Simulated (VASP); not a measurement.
# BaTiO3 (R3m) in VASP: further runs

BaTiO3 is run at these levels: r2SCAN+U; tasks: single point.

Everything below comes from runs of VASP 6.6.1. Logs are shortened: lines on timing, memory, paths and dates and some standing lists are left out, and cuts for length are marked.

## 1. The cell of the first run

Symmetry: R3m, No. 160, trigonal system. Conventional cell: a = 5.390 Å, b = 5.390 Å, c = 6.615 Å, α = 90.00°, β = 90.00°, γ = 120.00°. Within 3.5 Å of Ba (site symmetry 3m) lie 12 O at 2.66 to 2.74 Å and 8 Ti at 3.26 to 3.36 Å. Within 2.4 Å of Ti (site symmetry 3m) lie 6 O at 1.83 to 1.99 Å. O (site symmetry m) has 2 Ti at 1.83 to 1.99 Å within 2.4 Å.

## 2. Single point, r2SCAN+U (strain -0.050 along x and y, -0.050 along z)

Contents of POSCAR:

```
BaTiO3
1.0
    2.6950526130      1.5559893516      2.2049439350
   -2.6950526130      1.5559893516      2.2049439350
    0.0000000000     -3.1119787032      2.2049439350
Ba Ti O
1 1 3
Direct
    0.9999656897      0.9999656897      0.9999656897
    0.5077048750      0.5077048750      0.5077048750
    0.4922539385      0.4922539385      0.9865215584
    0.4922539385      0.9865215584      0.4922539385
    0.9865215584      0.4922539385      0.4922539385
```

Contents of INCAR.step1:

```
SYSTEM = BaTiO3
PREC = Accurate
ENCUT = 520
ISMEAR = 0
SIGMA = 0.05
LREAL = .FALSE.
LASPH = .TRUE.
NELM = 150
LMAXMIX = 4
LDAU = .TRUE.
LDAUTYPE = 2
LDAUL = -1 2 -1
LDAUU = 0 4 0
LDAUJ = 0 0 0
NBANDS = 28
GGA = PE
ALGO = Normal
EDIFF = 1E-4
LWAVE = .TRUE.
LCHARG = .FALSE.
```

Contents of INCAR.step2:

```
SYSTEM = BaTiO3
PREC = Accurate
ENCUT = 520
EDIFF = 1E-6
ISMEAR = 0
SIGMA = 0.05
LREAL = .FALSE.
LASPH = .TRUE.
NELM = 150
ALGO = Normal
ISIF = 2
LWAVE = .FALSE.
LCHARG = .FALSE.
LMAXMIX = 4
LDAU = .TRUE.
LDAUTYPE = 2
LDAUL = -1 2 -1
LDAUU = 0 4 0
LDAUJ = 0 0 0
LDAUPRINT = 1
METAGGA = R2SCAN
LMIXTAU = .TRUE.
NBANDS = 28
ISTART = 1
```

Contents of KPOINTS:

```
regular mesh
0
G
  6 6 6
  0 0 0
```

Potentials or basis: VASP PAW PBE potentials, release 64 (Ba_sv, Ti_sv, O).

Started as:

```sh
> cat potpaw_PBE.64/Ba_sv/POTCAR potpaw_PBE.64/Ti_sv/POTCAR potpaw_PBE.64/O/POTCAR > POTCAR
> cp INCAR.step1 INCAR
> mpirun -np 1 vasp_std > vasp.out
> cp INCAR.step2 INCAR
> mpirun -np 1 vasp_std > vasp.out
```

OUTCAR:

```text
SYSTEM = BaTiO3
   PREC = Accurate
   ENCUT = 520
   EDIFF = 1E-6
   ISMEAR = 0
   LREAL = .FALSE.
   LASPH = .TRUE.
   NELM = 150
   ISIF = 2
   METAGGA = R2SCAN
   ISTART = 1

 ion  position               nearest neighbor table
   1  1.000  1.000  1.000-   4 2.66   5 2.66   3 2.66   3 2.70   3 2.70   4 2.70   5 2.70   5 2.70
                             4 2.70   5 2.74   4 2.74   3 2.74   2 3.26   2 3.28   2 3.28   2 3.28
   2  0.508  0.508  0.508-   4 1.83   5 1.83   3 1.83   4 1.99   5 1.99   3 1.99   1 3.26   1 3.28
                             1 3.28   1 3.28   1 3.32   1 3.32   1 3.32   1 3.36
   3  0.492  0.492  0.987-   2 1.83   2 1.99   1 2.66   1 2.70   1 2.70   1 2.74
   4  0.492  0.987  0.492-   2 1.83   2 1.99   1 2.66   1 2.70   1 2.70   1 2.74
   5  0.987  0.492  0.492-   2 1.83   2 1.99   1 2.66   1 2.70   1 2.70   1 2.74

  LATTYP: Found a trigonal (rhomboedric) cell.
 ALAT       =     3.8139466705
 COS(alpha) =     0.0013455092

  Lattice vectors:

 A1 = (   2.6950526130,   1.5559893516,   2.2049439350)
 A2 = (  -2.6950526130,   1.5559893516,   2.2049439350)
 A3 = (   0.0000000000,  -3.1119787032,   2.2049439350)

Analysis of symmetry for initial positions (statically):
=====================================================================
 Subroutine PRICEL returns:
 Original cell was already a primitive cell.

 Routine SETGRP: Setting up the symmetry group for a
 trigonal (rhombohedral) supercell.

 Subroutine GETGRP returns: Found  6 space group operations
 (whereof  6 operations were pure point group operations)
 out of a pool of 12 trial point group operations.

The static configuration has the point symmetry C_3v.

Analysis of symmetry for dynamics (positions and initial velocities):
=====================================================================
 Subroutine PRICEL returns:
 Original cell was already a primitive cell.

 Routine SETGRP: Setting up the symmetry group for a
 trigonal (rhombohedral) supercell.

 Subroutine GETGRP returns: Found  6 space group operations
 (whereof  6 operations were pure point group operations)
 out of a pool of 12 trial point group operations.

The dynamic configuration has the point symmetry C_3v.

 Subroutine INISYM returns: Found  6 space group operations
 (whereof  6 operations are pure point group operations),
 and found     1 'primitive' translations

----------------------------------------------------------------------------------------

                                     Primitive cell

  volume of cell :      55.4782

  direct lattice vectors                    reciprocal lattice vectors
     2.695052613  1.555989352  2.204943935     0.185525135  0.107112987  0.151175424
    -2.695052613  1.555989352  2.204943935    -0.185525135  0.107112987  0.151175424
     0.000000000 -3.111978703  2.204943935     0.000000000 -0.214225973  0.151175424

  length of vectors
     3.813946671  3.813946671  3.813946671     0.262196065  0.262196065  0.262196065

  position of ions in fractional coordinates (direct lattice)
     0.999965690  0.999965690  0.999965690
     0.507704875  0.507704875  0.507704875
     0.492253938  0.492253938  0.986521558
     0.492253938  0.986521558  0.492253938
     0.986521558  0.492253938  0.492253938

  ion indices of the primitive-cell ions
   primitive index   ion index
                 1           1
                 2           2
                 3           3
                 4           4
                 5           5

----------------------------------------------------------------------------------------

 KPOINTS: regular mesh

Automatic generation of k-mesh.
 Grid dimensions read from file:
 generate k-points for:    6    6    6

 Generating k-lattice:

[... 49 lines left out ...]
   NGX,Y,Z   is equivalent  to a cutoff of  12.20, 12.20, 12.20 a.u.
   NGXF,Y,Z  is equivalent  to a cutoff of  24.41, 24.41, 24.41 a.u.
 SYSTEM =  BaTiO3
   PREC   = accura    normal or accurate (medium, high low for compatibility)
   ISTART =      1    job   : 0-new  1-cont  2-samecut
   ICHARG =      0    charge: 1-file 2-atom 10-const
   ISPIN  =      1    spin polarized calculation?
   LNONCOLLINEAR =      F non collinear calculations
   LSORBIT =      F    spin-orbit coupling
   LASPH  =      T    aspherical Exc in radial PAW
   ENCUT  =  520.0 eV  38.22 Ry    6.18 a.u.   7.09  7.09  7.09*2*pi/ulx,y,z
   NELM   =    150;   NELMIN=  2; NELMDL=  0     # of ELM steps
   EDIFF  = 0.1E-05   stopping-criterion for ELM
   LREAL  =      F    real-space projection
   EDIFFG = 0.1E-04   stopping-criterion for IOM
   NSW    =      0    number of steps for IOM
   IBRION =     -1    ionic relax: 0-MD 1-quasi-New 2-CG
   NFREE  =      0    steps in history (QN), initial steepest desc. (CG)
   ISIF   =      2    stress and relaxation
   ISYM   =      2    0-nonsym 1-usesym 2-fastsym
   POTIM  = 0.5000    time-step for ionic-motion
   TEBEG  =    0.0;   TEEND  =   0.0 temperature during run
   PSTRESS=    0.0 pullay stress
   NELECT =      40.0000    total number of electrons
   NUPDOWN=      -1.0000    fix difference up-down
   EMIN   =  10.00;   EMAX   =-10.00  energy-range for DOS
   EFERMI =   0.00;   METHOD = LEGACY
   ISMEAR =     0;   SIGMA  =   0.05  broadening in eV -4-tet -1-fermi 0-gaus
   EFERMI_NEDOS =   21; number of points for ismear=-14 and -15
   IALGO  =     38    algorithm
   IMIX   =      4    mixing-type and parameters
     AMIX     =   0.40;   BMIX     =  1.00
     AMIX_MAG =   1.60;   BMIX_MAG =  1.00
  volume/ion in A,a.u.               =      11.10        74.88
  Fermi-wavevector in a.u.,A,eV,Ry     =   1.467982  2.774083 29.320146  2.154970
  Thomas-Fermi vector in A             =   2.583534
   LORBIT       =      0    0 simple, 1 ext, 2 COOP (PROOUT), +10 PAW based schemes
 LDA+U is selected, type is set to LDAUTYPE =  2
   angular momentum for each species LDAUL =    -1    2   -1
   U (eV)           for each species LDAUU =   0.0  4.0  0.0
   J (eV)           for each species LDAUJ =   0.0  0.0  0.0
   METAGGA = R2SCAN    functional components
   LHFCALC =     F    Hartree Fock is set to
   AEXX    =    0.0000 exact exchange contribution
   IVDW    =     0    specifies the selected vdW correction
   LEPSILON=     F    determine dielectric tensor
   LRPA    =     F    only Hartree local field effects (RPA)
 non-spin polarized calculation
 Gauss-broadening in eV      SIGMA  =   0.05
  energy-cutoff  :      520.00
  volume of cell :       55.48
 maximum number of plane-waves:      1506
   NGX = 15   NGY = 15   NGZ = 15

atom =   2  type =  2  l = 2

 onsite density matrix

spin component  1

  0.1683  0.0000 -0.0000  0.0793  0.0000
  0.0000  0.2158  0.0000 -0.0000  0.0793
 -0.0000  0.0000  0.1089  0.0000  0.0000
  0.0793 -0.0000  0.0000  0.2158  0.0000
  0.0000  0.0793  0.0000  0.0000  0.1683

spin component  2

  0.1683  0.0000 -0.0000  0.0793  0.0000
  0.0000  0.2158  0.0000 -0.0000  0.0793
 -0.0000  0.0000  0.1089  0.0000  0.0000
  0.0793 -0.0000  0.0000  0.2158  0.0000
  0.0000  0.0793  0.0000  0.0000  0.1683

 occupancies and eigenvectors

  o =  0.1089  v =  0.0000 -0.0000 -1.0000 -0.0000  0.0000  0.0000  0.0000  0.0000  0.0000  0.0000      0.0000  0.0000  0.0000  0.0000  0.0000  0.0000  0.0000  0.0000  0.0000  0.0000
  o =  0.1089  v =  0.0000  0.0000  0.0000  0.0000  0.0000  0.0000 -0.0000 -1.0000 -0.0000  0.0000      0.0000  0.0000  0.0000  0.0000  0.0000  0.0000  0.0000  0.0000  0.0000  0.0000
  o =  0.1093  v =  0.0000  0.0000  0.0000  0.0000  0.0000 -0.8021  0.0000 -0.0000  0.5973  0.0000      0.0000  0.0000  0.0000  0.0000  0.0000  0.0000  0.0000  0.0000  0.0000  0.0000
  o =  0.1093  v = -0.8021  0.0000 -0.0000  0.5973  0.0000  0.0000  0.0000  0.0000  0.0000  0.0000      0.0000  0.0000  0.0000  0.0000  0.0000  0.0000  0.0000  0.0000  0.0000  0.0000
  o =  0.1093  v =  0.0000 -0.5973  0.0000  0.0000  0.8021  0.0000  0.0000  0.0000  0.0000  0.0000      0.0000  0.0000  0.0000  0.0000  0.0000  0.0000  0.0000  0.0000  0.0000  0.0000
  o =  0.1093  v =  0.0000  0.0000  0.0000  0.0000  0.0000  0.0000 -0.5973  0.0000  0.0000  0.8021      0.0000  0.0000  0.0000  0.0000  0.0000  0.0000  0.0000  0.0000  0.0000  0.0000
  o =  0.2748  v = -0.5973  0.0000  0.0000 -0.8021 -0.0000  0.0000  0.0000  0.0000  0.0000  0.0000      0.0000  0.0000  0.0000  0.0000  0.0000  0.0000  0.0000  0.0000  0.0000  0.0000
  o =  0.2748  v =  0.0000  0.0000  0.0000  0.0000  0.0000 -0.5973  0.0000  0.0000 -0.8021 -0.0000      0.0000  0.0000  0.0000  0.0000  0.0000  0.0000  0.0000  0.0000  0.0000  0.0000
  o =  0.2748  v =  0.0000 -0.8021 -0.0000  0.0000 -0.5973  0.0000  0.0000  0.0000  0.0000  0.0000      0.0000  0.0000  0.0000  0.0000  0.0000  0.0000  0.0000  0.0000  0.0000  0.0000
  o =  0.2748  v =  0.0000  0.0000  0.0000  0.0000  0.0000  0.0000 -0.8021 -0.0000  0.0000 -0.5973      0.0000  0.0000  0.0000  0.0000  0.0000  0.0000  0.0000  0.0000  0.0000  0.0000

 number of electron      40.0000000 magnetization

 Free energy of the ion-electron system (eV)
  ---------------------------------------------------
  ext. energy  EPLUGINS =         0.00000000
  ---------------------------------------------------
  free energy    TOTEN  =       -70.37952984 eV

  energy without entropy =      -70.37952984  energy(sigma->0) =      -70.37952984

 E-fermi :   5.1435     XC(G=0): -12.7582

 val. band max:        4.8200237954   @ k =   0.5000   0.5000   0.5000
 cond. band min:       8.1480171638   @ k =   0.0000   0.0000   0.0000
 fundamental gap:      3.3279933684
 Fermi energy:         5.1435443383

 k-point     1 :       0.0000    0.0000    0.0000
  band No.  band energies     occupation
      1     -54.1253      2.00000
      2     -29.3684      2.00000
      3     -29.3684      2.00000
      4     -29.3576      2.00000
      5     -20.4164      2.00000
      6     -13.3068      2.00000
[... 733 lines left out ...]
     27      14.5041      0.00000
     28      15.1279      0.00000

 [... further k-points ...]
[... 5 lines left out ...]
  --------------------------------------------------------------------------------------
  -------------------------------------------------------------------------------------
  Total       15.5766463     15.5766463     15.1091457      0.0000000      0.0000000      0.0000000
  in kB      449.8439356    449.8439356    436.3428075      0.0000000      0.0000000      0.0000000
  external PRESSURE =     445.3435596 kB  Pullay stress =       0.0000000 kB

 VOLUME and BASIS-vectors are now :
 -----------------------------------------------------------------------------
  energy-cutoff  :      520.00
  volume of cell :       55.48
      direct lattice vectors                 reciprocal lattice vectors
     2.695052613  1.555989352  2.204943935     0.185525135  0.107112987  0.151175424
    -2.695052613  1.555989352  2.204943935    -0.185525135  0.107112987  0.151175424
     0.000000000 -3.111978703  2.204943935     0.000000000 -0.214225973  0.151175424

 POSITION                                       TOTAL-FORCE (eV/Angst)
 -----------------------------------------------------------------------------------
      0.00000      0.00000      6.61460        -0.000000      0.000000     -0.144544
      0.00000      0.00000      3.35838        -0.000000      0.000000     -1.917469
      0.00000     -1.53815      4.34601        -0.000000     -1.107485      0.687338
     -1.33208      0.76908      4.34601        -0.959110      0.553742      0.687338
      1.33208      0.76908      4.34601         0.959110      0.553742      0.687338
 -----------------------------------------------------------------------------------
    total drift:                                0.000000     -0.000004      0.018707

  FREE ENERGIE OF THE ION-ELECTRON SYSTEM (eV)
  ---------------------------------------------------
  free  energy   TOTEN  =       -70.3795298374 eV

  energy  without entropy=      -70.3795298374  energy(sigma->0) =      -70.37952984
```

It took 88 s on 1 thread of Intel Xeon Platinum 8488C (Sapphire Rapids), shared host; peak memory 0.2 GiB.

Results:

```
Free energy            : -70.3795 eV
Pressure               : 44.5 GPa
Largest force          : 1.917 eV/Å
Band gap on the k mesh : 3.33 eV (least direct gap 3.45 eV)
```

Forces on the atoms (eV/Å):
```
Ba   0.000  0.000 -0.145
Ti   0.000  0.000 -1.917
O    0.000 -1.107  0.687
O   -0.959  0.554  0.687
O    0.959  0.554  0.687
```

Levels at points of the mesh, in eV from the valence-band top:
```
           k point  band 16  band 17  band 18  band 19  band 20  band 21  band 22  band 23  band 24  band 25
(0.00, 0.00, 0.00)    -1.49    -1.38    -0.19    -0.12    -0.12     3.33     3.33     3.40     5.51     5.51
(0.50, 0.00, 0.00)    -2.20    -1.85    -1.77    -0.88    -0.83     3.61     5.38     5.42     5.61     7.95
(0.50, 0.50, 0.00)    -3.16    -1.75    -0.76    -0.75    -0.11     5.44     5.44     5.90     6.58     9.40
(0.50, 0.50, 0.50)    -2.13    -2.11    -0.01    -0.01     0.00     6.22     6.29     6.29     8.05     8.05
```

Eigenvalues of the final occupation matrices:
```tsv
site	spin	trace	eigenvalues
site 2 d	1	0.88	0.11 0.11 0.11 0.27 0.27
site 2 d	2	0.88	0.11 0.11 0.11 0.27 0.27
```

Caveat: the cell differs from its parent crystal (strain -0.050 along x and y, -0.050 along z); the cell stands under pressure; the PAW data sets were made with another functional, which shifts forces and pressure a little; spin-orbit coupling is left out, which moves the levels of the heavy elements.

## 3. Single point, r2SCAN+U (strain -0.050 along x and y, -0.025 along z)

POSCAR, as its differences from that of step 2:

```diff
@@ -2,5 +2,5 @@
 1.0
-    2.6950526130      1.5559893516      2.2049439350
-   -2.6950526130      1.5559893516      2.2049439350
-    0.0000000000     -3.1119787032      2.2049439350
+    2.6950526130      1.5559893516      2.2629687754
+   -2.6950526130      1.5559893516      2.2629687754
+    0.0000000000     -3.1119787032      2.2629687754
 Ba Ti O
```

Contents of INCAR.step1:

```
SYSTEM = BaTiO3
PREC     = Accurate       ! precision mode
ENCUT    = 520            ! plane-wave cutoff, eV
ISMEAR   = 0              ! smearing method
SIGMA    = 0.05           ! smearing width, eV
LREAL    = .FALSE.        ! projectors in reciprocal space
LASPH    = .TRUE.         ! aspherical terms in the spheres
NELM     = 150            ! most SCF steps
LMAXMIX  = 4              ! l up to which the mixer works
LDAU     = .TRUE.         ! DFT+U
LDAUTYPE = 2            
LDAUL    = -1 2 -1        ! shell
LDAUU    = 0 4 0          ! U, eV
LDAUJ    = 0 0 0        
NBANDS   = 28             ! bands
GGA      = PE             ! functional
ALGO     = Normal         ! electronic algorithm
EDIFF    = 1E-4           ! SCF threshold, eV
LWAVE    = .TRUE.         ! write WAVECAR
LCHARG   = .FALSE.        ! write CHGCAR
```

Contents of INCAR.step2:

```
SYSTEM = BaTiO3
PREC     = Accurate       ! precision mode
ENCUT    = 520            ! plane-wave cutoff, eV
EDIFF    = 1E-6           ! SCF threshold, eV
ISMEAR   = 0              ! smearing method
SIGMA    = 0.05           ! smearing width, eV
LREAL    = .FALSE.        ! projectors in reciprocal space
LASPH    = .TRUE.         ! aspherical terms in the spheres
NELM     = 150            ! most SCF steps
ALGO     = Normal         ! electronic algorithm
ISIF     = 2              ! what is computed and relaxed
LWAVE    = .FALSE.        ! write WAVECAR
LCHARG   = .TRUE.         ! write CHGCAR
LMAXMIX  = 4              ! l up to which the mixer works
LDAU     = .TRUE.         ! DFT+U
LDAUTYPE = 2            
LDAUL    = -1 2 -1        ! shell
LDAUU    = 0 4 0          ! U, eV
LDAUJ    = 0 0 0        
LDAUPRINT= 1            
METAGGA  = R2SCAN         ! meta-GGA
LMIXTAU  = .TRUE.       
LELF     = .TRUE.         ! ELF
LVHAR    = .TRUE.       
NBANDS   = 28             ! bands
ISTART   = 1
```

Contents of KPOINTS:

```
Automatic mesh
0
G
  6 6 6
  0 0 0
```

Potentials or basis: VASP PAW PBE potentials, release 64 (Ba_sv, Ti_sv, O).

Started as:

```sh
> cat potpaw_PBE.64/Ba_sv/POTCAR potpaw_PBE.64/Ti_sv/POTCAR potpaw_PBE.64/O/POTCAR > POTCAR
> cp INCAR.step1 INCAR
> mpirun -np 1 vasp_std > vasp.out
> cp INCAR.step2 INCAR
> mpirun -np 1 vasp_std > vasp.out
```

Wall time 2 min (1 thread of Intel Xeon Platinum 8488C (Sapphire Rapids), shared host); peak memory 0.2 GiB.

Results (log left out):

| Property | Result |
| --- | --- |
| Free energy | -70.7138 eV |
| Pressure | 36.0 GPa |
| Largest force | 1.668 eV/Å |
| Band gap on the k mesh | 3.21 eV (least direct gap 3.32 eV) |

Forces in eV/Å, atoms in the order of the input:
```
Ba   0.000  0.000 -0.100
Ti   0.000  0.000 -1.668
O    0.000 -0.991  0.589
O   -0.859  0.496  0.589
O    0.859  0.496  0.589
```

Stress tensor (GPa, compression positive):
```
39.24  0.00  0.00
 0.00 39.24  0.00
 0.00  0.00 29.57
```

Levels at points of the mesh, in eV from the valence-band top:
```csv
k point,band 18,band 19,band 20,band 21,band 22,band 23
"(0.00, 0.00, 0.00)",-0.36,-0.11,-0.11,3.21,3.21,3.40
"(0.50, 0.00, 0.00)",-1.77,-0.98,-0.77,3.51,5.22,5.23
"(0.50, 0.50, 0.00)",-0.85,-0.74,-0.11,5.23,5.29,5.71
"(0.50, 0.50, 0.50)",-0.04,0.00,0.00,6.05,6.06,6.06
```

Eigenvalues of the final occupation matrices:
| site | spin | trace | eigenvalues |
| --- | --- | --- | --- |
| site 2 d | 1 | 0.86 | 0.11 0.11 0.11 0.27 0.27 |
| site 2 d | 2 | 0.86 | 0.11 0.11 0.11 0.27 0.27 |

Caveat: the cell differs from its parent crystal (strain -0.050 along x and y, -0.025 along z); the cell stands under pressure; the PAW data sets were made with another functional, which shifts forces and pressure a little; spin-orbit coupling is left out, which moves the levels of the heavy elements.

[end of part 1 of 2]
